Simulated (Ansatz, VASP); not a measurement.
AlN in VASP and in Ansatz

```
Al N
1.0
    -0.69051    1.89890    1.89890
     1.89890   -0.69051    1.89890
     1.89890    1.89890   -0.69051
Al N
1 1
Direct
  0.00000 0.00000 0.00000
  0.75000 0.75000 0.75000
```

Alike in both runs: task single point; functional PBE; k mesh 10 × 10 × 10; occupations gaussian, width 0.05 eV; no spin polarisation.

|  | VASP | Ansatz |
| --- | --- | --- |
| version | VASP 6.6.1 | Ansatz 0.2.0 |
| potentials or method | VASP PAW PBE potentials, release 64 (Al, N), cutoff 520 eV | scalar-relativistic, plane waves, PAW |
| valence electrons in the cell | 8 | 8 |

|  | VASP | Ansatz | Ansatz less VASP |
| --- | --- | --- | --- |
| gap on the k mesh at the Fermi level (eV) | 1.14 | 1.21 | +0.072 |
| least direct gap on the mesh (eV) | 1.21 | 1.29 | +0.075 |
| rms of the force components (eV/Å) | 17.459 | 17.845 | +0.3861 |

Atom by atom the forces differ by 0.386 eV/Å (rms over components).
